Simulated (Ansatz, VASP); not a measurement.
BP: VASP beside Ansatz

File POSCAR:

```
BP
1.0
    0.0000000000      2.2375281500      2.2375281500
    2.2375281500      0.0000000000      2.2375281500
    2.2375281500      2.2375281500      0.0000000000
B P
1 1
Direct
    0.0000000000      0.0000000000      0.0000000000
    0.2500000000      0.2500000000      0.2500000000
```

Contents of INCAR.step1:

```
ALGO = Normal
EDIFF = 1E-4
ENCUT = 520
GGA = PE
ISMEAR = -1
LASPH = True
LCHARG = False
LREAL = False
LWAVE = True
NELM = 100
PREC = Accurate
SIGMA = 0.02
```

INCAR.step2

```
ALGO = Normal
EDIFF = 1E-6
EDIFFG = -0.01
ENCUT = 520
IBRION = 2
ISIF = 2
ISMEAR = -1
ISTART = 1
LASPH = True
LCHARG = False
LMIXTAU = True
LREAL = False
LWAVE = False
METAGGA = R2SCAN
NELM = 100
NSW = 50
PREC = Accurate
SIGMA = 0.02
```

KPOINTS

```
k-points
0
Gamma
  10 10 10
```

Input for Ansatz:

```yaml
crystal:
  lattice:
    - [0.0, 2.23752809, 2.23752809]
    - [2.23752809, 0.0, 2.23752809]
    - [2.23752809, 2.23752809, 0.0]
  atoms:
    - { symbol: B, position: [0.0, 0.0, 0.0] }
    - { symbol: P, position: [0.25, 0.25, 0.25] }
  symmetry: { tolerance: 0.0003 }
hamiltonian:
  xc: r2scan
  pseudopotentials: { kind: paw, azcp: { folder: soft_1 } }
basis:
  ecutwfc: 500
magnetization:
  spin_polarized: false
scf:
  occupations: { method: fermi_dirac, width: 0.02 }
kpoints:
  mp_grid: { grid: [10, 10, 10], shift: [0, 0, 0] }
  band_path:
    path:
      - [0.0, 0.0, 0.0]
      - [-0.5, -0.5, 0.0]
      - [-0.375, -0.375, 0.25]
      - [-0.375, 0.0, 0.375]
      - [0.0, 0.0, 0.0]
      - [0.0, 0.0, 0.5]
      - [-0.5, -0.25, 0.25]
      - [-0.5, -0.5, 0.0]
    npoints: 10
output:
  forces: true
  stress: true
  eigenvalues: true
  write_potential: true
  elf: true
  volumetric_format: npy
  dos: { e_range: [-12, 8], de: 0.05 }
relax:
  max_steps: 30
```

Alike in both runs: task relaxation of the atoms; functional r2SCAN; k mesh 10 × 10 × 10; occupations fermi-dirac, width 0.02 eV; no spin polarisation.

|  | VASP | Ansatz |
| --- | --- | --- |
| version | VASP 6.6.1 | Ansatz 0.2.0 |
| potentials or method | VASP PAW PBE potentials, release 64 (B, P), cutoff 520 eV | PAW plane waves |
| valence electrons in the cell | 8 | 8 |

```csv
,VASP,Ansatz,Ansatz less VASP
"gap on the k mesh at the Fermi level, each at its own relaxed structure (eV)",1.39,1.36,-0.032
```

VASP's potentials were made for PBE, not for r2SCAN. Ansatz's warnings: stress scf threshold loose.

Noted on VASP's run: the relaxation stopped at its first step, so nothing moved.
